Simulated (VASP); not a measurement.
# MoS2 in VASP: single point with PBE+D3(BJ)

Aim: the single point of MoS2 with PBE+D3(BJ).

Program: VASP 6.6.1. These are calculated values, not measurements. Logs are shortened: lines on timing, memory, paths and dates and some standing lists are left out, and cuts for length are marked.

## Step 1: The cell of the first run

The cell holds a slab with vacuum, 6 atoms: a = 3.135 Å, b = 3.135 Å, c = 23.938 Å, α = 90.00°, β = 90.00°, γ = 120.00°.

## Step 2: Single point, PBE+D3(BJ)

Contents of INCAR:

```
SYSTEM = MoS2
PREC     = Accurate       ! precision mode
ENCUT    = 520            ! plane-wave cutoff, eV
EDIFF    = 1E-7           ! SCF threshold, eV
ISMEAR   = 0              ! smearing method
SIGMA    = 0.1            ! smearing width, eV
LREAL    = .FALSE.        ! projectors in reciprocal space
LASPH    = .TRUE.         ! aspherical terms in the spheres
NELM     = 80             ! most SCF steps
ALGO     = Normal         ! electronic algorithm
ISIF     = 2              ! what is computed and relaxed
LWAVE    = .FALSE.        ! write WAVECAR
LCHARG   = .FALSE.        ! write CHGCAR
LDIPOL   = .TRUE.       
IDIPOL   = 3            
DIPOL    = 0.5 0.5 0.394
GGA      = PE             ! functional
IVDW     = 12             ! dispersion correction
NBANDS   = 35             ! bands
```

Contents of KPOINTS:

```
regular mesh
0
G
  12 12 1
  0 0 0
```

Contents of POSCAR:

```
MoS2
1.0
    3.1346592610      0.0000000000      0.0000000000
   -1.5673296305      2.7146945522      0.0000000000
    0.0000000000      0.0000000000     23.9375766573
S Mo
4 2
Direct
    0.0000000000      0.0000000000      0.1879889541
    0.3333333333      0.6666666667      0.3224548767
    0.3333333333      0.6666666667      0.4661619883
    0.6666666667      1.3333333333      0.6006279108
    0.6666666667      0.3333333333      0.2552219154
    1.0000000000      1.0000000000      0.5333949495
```

Potentials or basis: VASP PAW PBE potentials, release 64 (S, Mo_sv).

Command:

```sh
$ cat potpaw_PBE.64/S/POTCAR potpaw_PBE.64/Mo_sv/POTCAR > POTCAR
$ mpirun -np 1 vasp_std > vasp.out
```

OUTCAR:

```text
SYSTEM = MoS2
   PREC = Accurate
   ENCUT = 520
   EDIFF = 1E-7
   ISMEAR = 0
   LREAL = .FALSE.
   LASPH = .TRUE.
   NELM = 80
   ISIF = 2
   GGA = PE
   IVDW = 12
 IVDW          = 12

 ion  position               nearest neighbor table
   1  0.000  0.000  0.188-   5 2.42   5 2.42   5 2.42
   2  0.333  0.667  0.322-   5 2.42   5 2.42   5 2.42
   3  0.333  0.667  0.466-   6 2.42   6 2.42   6 2.42
   4  0.667  0.333  0.601-   6 2.42   6 2.42   6 2.42
   5  0.667  0.333  0.255-   2 2.42   1 2.42   2 2.42   1 2.42   1 2.42   2 2.42
   6  0.000  0.000  0.533-   3 2.42   3 2.42   3 2.42   4 2.42   4 2.42   4 2.42

  LATTYP: Found a hexagonal cell.
 ALAT       =     3.1346592610
 C/A-ratio  =     7.6364206327

  Lattice vectors:

 A1 = (   3.1346592610,   0.0000000000,   0.0000000000)
 A2 = (  -1.5673296305,   2.7146945522,   0.0000000000)
 A3 = (   0.0000000000,   0.0000000000,  23.9375766573)

Analysis of symmetry for initial positions (statically):
=====================================================================
 Subroutine PRICEL returns:
 Original cell was already a primitive cell.

 Routine SETGRP: Setting up the symmetry group for a
 hexagonal supercell.

 Subroutine GETGRP returns: Found 12 space group operations
 (whereof  6 operations were pure point group operations)
 out of a pool of 24 trial point group operations.

The static configuration has the point symmetry C_3v.
 The point group associated with its full space group is D_3d.

Analysis of symmetry for dynamics (positions and initial velocities):
=====================================================================
 Subroutine PRICEL returns:
 Original cell was already a primitive cell.

 Routine SETGRP: Setting up the symmetry group for a
 hexagonal supercell.

 Subroutine GETGRP returns: Found 12 space group operations
 (whereof  6 operations were pure point group operations)
 out of a pool of 24 trial point group operations.

The dynamic configuration has the point symmetry C_3v.
 The point group associated with its full space group is D_3d.

 Subroutine INISYM returns: Found 12 space group operations
 (whereof  6 operations are pure point group operations),
 and found     1 'primitive' translations

----------------------------------------------------------------------------------------

                                     Primitive cell

  volume of cell :     203.7002

  direct lattice vectors                    reciprocal lattice vectors
     3.134659261  0.000000000  0.000000000     0.319013940  0.184182784  0.000000000
    -1.567329630  2.714694552  0.000000000     0.000000000  0.368365568  0.000000000
     0.000000000  0.000000000 23.937576657     0.000000000  0.000000000  0.041775323

  length of vectors
     3.134659261  3.134659261 23.937576657     0.368365568  0.368365568  0.041775323

  position of ions in fractional coordinates (direct lattice)
     0.000000000  0.000000000  0.187988954
     0.333333333  0.666666667  0.322454877
     0.333333333  0.666666667  0.466161988
     0.666666667  0.333333333  0.600627911
     0.666666667  0.333333333  0.255221915
     0.000000000  0.000000000  0.533394949

  ion indices of the primitive-cell ions
   primitive index   ion index
                 1           1
                 2           2
                 3           3
                 4           4
                 5           5
                 6           6

----------------------------------------------------------------------------------------

 KPOINTS: regular mesh

Automatic generation of k-mesh.
 Grid dimensions read from file:
 generate k-points for:   12   12    1

 Generating k-lattice:

  Cartesian coordinates                     Fractional coordinates (reciprocal lattice)
     0.026584495  0.015348565  0.000000000     0.083333333  0.000000000  0.000000000
     0.000000000  0.030697131  0.000000000     0.000000000  0.083333333  0.000000000
     0.000000000  0.000000000  0.041775323     0.000000000  0.000000000  1.000000000

  Length of vectors
     0.030697131  0.030697131  0.041775323

  Shift w.r.t. Gamma in fractional coordinates (k-lattice)
     0.000000000  0.000000000  0.000000000

 Subroutine IBZKPT returns following result:
 ===========================================

 Found     19 irreducible k-points:

 Following reciprocal coordinates:
            Coordinates               Weight
  0.000000  0.000000  0.000000      1.000000
  0.083333  0.000000  0.000000      6.000000
  0.166667  0.000000  0.000000      6.000000
  0.250000  0.000000  0.000000      6.000000
  0.333333  0.000000  0.000000      6.000000
  0.416667  0.000000  0.000000      6.000000
[... 11 lines left out ...]
  0.333333  0.250000  0.000000     12.000000
  0.333333  0.333333  0.000000      2.000000
   k-points           NKPTS =     19   k-points in BZ     NKDIM =     19   number of bands    NBANDS=     35
   number of dos      NEDOS =    301   number of ions     NIONS =      6
   total plane-waves  NPLWV = 103680
   dimension x,y,z NGX =    24 NGY =   24 NGZ =  180
   dimension x,y,z NGXF=    48 NGYF=   48 NGZF=  360
   ions per type =               4   2
   NGX,Y,Z   is equivalent  to a cutoff of  12.73, 12.73, 12.50 a.u.
   NGXF,Y,Z  is equivalent  to a cutoff of  25.46, 25.46, 25.00 a.u.
 SYSTEM =  MoS2
   PREC   = accura    normal or accurate (medium, high low for compatibility)
   ISTART =      0    job   : 0-new  1-cont  2-samecut
   ICHARG =      2    charge: 1-file 2-atom 10-const
   ISPIN  =      1    spin polarized calculation?
   LNONCOLLINEAR =      F non collinear calculations
   LSORBIT =      F    spin-orbit coupling
   LASPH  =      T    aspherical Exc in radial PAW
   ENCUT  =  520.0 eV  38.22 Ry    6.18 a.u.   5.83  5.83 44.51*2*pi/ulx,y,z
   NELM   =     80;   NELMIN=  2; NELMDL= -5     # of ELM steps
   EDIFF  = 0.1E-06   stopping-criterion for ELM
   LREAL  =      F    real-space projection
   EDIFFG = 0.1E-05   stopping-criterion for IOM
   NSW    =      0    number of steps for IOM
   IBRION =     -1    ionic relax: 0-MD 1-quasi-New 2-CG
   NFREE  =      0    steps in history (QN), initial steepest desc. (CG)
   ISIF   =      2    stress and relaxation
   ISYM   =      2    0-nonsym 1-usesym 2-fastsym
   POTIM  = 0.5000    time-step for ionic-motion
   TEBEG  =    0.0;   TEEND  =   0.0 temperature during run
   PSTRESS=    0.0 pullay stress
   NELECT =      52.0000    total number of electrons
   NUPDOWN=      -1.0000    fix difference up-down
   EMIN   =  10.00;   EMAX   =-10.00  energy-range for DOS
   EFERMI =   0.00;   METHOD = LEGACY
   ISMEAR =     0;   SIGMA  =   0.10  broadening in eV -4-tet -1-fermi 0-gaus
   EFERMI_NEDOS =   21; number of points for ismear=-14 and -15
   IALGO  =     38    algorithm
   IMIX   =      4    mixing-type and parameters
     AMIX     =   0.40;   BMIX     =  1.00
     AMIX_MAG =   1.60;   BMIX_MAG =  1.00
  volume/ion in A,a.u.               =      33.95       229.11
  Fermi-wavevector in a.u.,A,eV,Ry     =   1.038513  1.962506 14.674021  1.078510
  Thomas-Fermi vector in A             =   2.173001
   LORBIT       =      0    0 simple, 1 ext, 2 COOP (PROOUT), +10 PAW based schemes
   GGA     = PE    functional components
   LHFCALC =     F    Hartree Fock is set to
   AEXX    =    0.0000 exact exchange contribution
   IVDW    =    12    specifies the selected vdW correction
   LEPSILON=     F    determine dielectric tensor
   LRPA    =     F    only Hartree local field effects (RPA)
 non-spin polarized calculation
 Gauss-broadening in eV      SIGMA  =   0.10
  energy-cutoff  :      520.00
  volume of cell :      203.70
 maximum number of plane-waves:      5520
 NGX is ok and might be reduce to    24
   NGX = 11   NGY = 11   NGZ = 89

 dipolmoment           0.000000      0.000000      0.000093 electrons x Angstroem

 number of electron      52.0000005 magnetization

 dipolmoment           0.000000      0.000000     -0.000001 electrons x Angstroem

 Free energy of the ion-electron system (eV)
  ---------------------------------------------------
  ext. energy  EPLUGINS =         0.00000000
  ---------------------------------------------------
  free energy    TOTEN  =       -41.96695344 eV

  energy without entropy =      -41.95000906  energy(sigma->0) =      -41.95848125

 E-fermi :   1.6488     XC(G=0):  -6.1582

 val. band max:        1.6349993826   @ k =   0.0000   0.0000   0.0000
 cond. band min:       1.6658704869   @ k =   0.2500   0.2500   0.0000
 fundamental gap:      0.0308711043
 Fermi energy:         1.6488026665

 k-point     1 :       0.0000    0.0000    0.0000
  band No.  band energies     occupation
      1     -60.1062      2.00000
      2     -60.1062      2.00000
      3     -34.1912      2.00000
      4     -34.1912      2.00000
      5     -34.0458      2.00000
      6     -34.0458      2.00000
[... 27 lines left out ...]
     34       4.9278      0.00000
     35       6.1785      0.00000

 k-point     2 :       0.0833    0.0000    0.0000
  band No.  band energies     occupation
      1     -60.1032      2.00000
      2     -60.1031      2.00000
      3     -34.1855      2.00000
      4     -34.1855      2.00000
      5     -34.0749      2.00000
      6     -34.0749      2.00000
[... 27 lines left out ...]
     34       4.8727      0.00000
     35       6.3368      0.00000

 k-point     3 :       0.1667    0.0000    0.0000
  band No.  band energies     occupation
      1     -60.0949      2.00000
      2     -60.0949      2.00000
      3     -34.1702      2.00000
      4     -34.1702      2.00000
      5     -34.1535      2.00000
      6     -34.1535      2.00000
[... 27 lines left out ...]
     34       4.8156      0.00000
     35       6.7766      0.00000
[... 533 lines left out ...]
 k-point    18 :       0.3333    0.2500    0.0000
  band No.  band energies     occupation
      1     -60.0567      2.00000
      2     -60.0567      2.00000
      3     -34.3918      2.00000
      4     -34.3918      2.00000
      5     -34.2705      2.00000
      6     -34.2705      2.00000
[... 27 lines left out ...]
     34       5.6329      0.00000
     35       8.1694      0.00000

 k-point    19 :       0.3333    0.3333    0.0000
  band No.  band energies     occupation
      1     -60.0552      2.00000
      2     -60.0552      2.00000
      3     -34.3400      2.00000
      4     -34.3400      2.00000
      5     -34.3400      2.00000
      6     -34.3400      2.00000
[... 27 lines left out ...]
     34       5.1389      0.00000
     35       8.2234      0.00000

------------------------ aborting loop because EDIFF is reached ----------------------------------------

 vacuum level on the upper side and lower side of the slab       (xc-potential included)        -0.100        -0.101

 Edisp (eV)   -2.16088

 E8    (eV) :    -0.9033

  FORCE on cell =-STRESS in cart. coord.  units (eV):
  Direction    XX          YY          ZZ          XY          YZ          ZX
  --------------------------------------------------------------------------------------
  -------------------------------------------------------------------------------------
  Total      -0.17477    -0.17477    -0.50954     0.00000     0.00000    -0.00000
  in kB      -1.37465    -1.37465    -4.00771     0.00000     0.00000    -0.00000
  external pressure =       -2.25 kB  Pullay stress =        0.00 kB

 VOLUME and BASIS-vectors are now :
 -----------------------------------------------------------------------------
  energy-cutoff  :      520.00
  volume of cell :      203.70
      direct lattice vectors                 reciprocal lattice vectors
     3.134659261  0.000000000  0.000000000     0.319013940  0.184182784  0.000000000
    -1.567329630  2.714694552  0.000000000     0.000000000  0.368365568  0.000000000
     0.000000000  0.000000000 23.937576657     0.000000000  0.000000000  0.041775323

 POSITION                                       TOTAL-FORCE (eV/Angst)
 -----------------------------------------------------------------------------------
      0.00000      0.00000      4.50000         0.000000      0.000000      0.032981
     -0.00000      1.80980      7.71879         0.000000      0.000000     -0.041938
     -0.00000      1.80980     11.15879        -0.000000     -0.000000      0.041938
      1.56733      0.90490     14.37758        -0.000000     -0.000000     -0.032981
      1.56733      0.90490      6.10939         0.000000      0.000000      0.039764
      0.00000      0.00000     12.76818        -0.000000     -0.000000     -0.039764
 -----------------------------------------------------------------------------------
    total drift:                               -0.000000      0.000000     -0.000045

  FREE ENERGIE OF THE ION-ELECTRON SYSTEM (eV)
  ---------------------------------------------------
  free  energy   TOTEN  =       -44.1278375156 eV

  energy  without entropy=      -44.1108931311  energy(sigma->0) =      -44.11936532

 vacuum level on the upper side and lower side of the slab         6.634         6.633
```

Run time: 5.1 min. Hardware: 1 thread of Intel Xeon 8259CL, shared host; peak memory 0.37 GiB.

What came out:

```
Free energy                : -44.1278 eV
Largest force              : 0.042 eV/Å
Band gap on the k mesh     : zero (bands 26 and 27 overlap by 0.49 eV)
Dispersion energy per atom : -0.360 eV
```

Forces in eV/Å, atoms in the order of the input:
```
S    0.000  0.000  0.033
S    0.000  0.000 -0.042
S    0.000  0.000  0.042
S    0.000  0.000 -0.033
Mo   0.000  0.000  0.040
Mo   0.000  0.000 -0.040
```

Levels at points of the mesh, in eV from the Fermi level:
```csv
k point,band 22,band 23,band 24,band 25,band 26,band 27,band 28,band 29,band 30,band 31
"(0.00, 0.00, 0.00)",-0.83,-0.83,-0.83,-0.83,-0.80,-0.05,-0.05,-0.01,-0.01,3.21
"(0.50, 0.00, 0.00)",-2.66,-2.30,-2.12,-1.49,-1.44,1.32,1.32,1.83,1.96,3.35
```
